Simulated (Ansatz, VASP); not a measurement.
## Two plane-wave programs on BiTe

```
CELL_PARAMETERS angstrom
5.47039 0.00000 0.00000
-2.73520 4.73750 0.00000
0.00000 0.00000 6.52367
ATOMIC_POSITIONS crystal
Bi 0.33333 0.66667 0.25000
Bi 0.66667 0.33333 0.75000
Te 0.33333 0.66667 0.75000
Te 0.66667 0.33333 0.25000
```

Alike in both runs: functional PBE; k mesh 12 × 12 × 8; occupations gaussian, width 0.1 eV; no spin polarisation.

Ansatz relaxed the structure, and its values are those at the end. VASP's run is a single point on that final structure, the one shown.

```csv
,VASP,Ansatz
version,VASP 6.6.1,Ansatz 0.2.0
potentials or method,"VASP PAW PBE potentials, release 64 (Bi_d, Te), cutoff 520 eV","scalar-relativistic, plane waves, PAW"
valence electrons in the cell,42,62
```

```csv
,VASP,Ansatz,Ansatz less VASP
gap on the k mesh at the Fermi level (eV),none,none,-
pressure (GPa),0.0,0.0,+0.04
```

A gap of «none» marks a metal or a gap that the smearing closes. VASP's potentials hold 42 valence electrons a cell and Ansatz's 62, so a difference there can come from the potentials and not from the codes.

Spin-orbit coupling is off throughout.
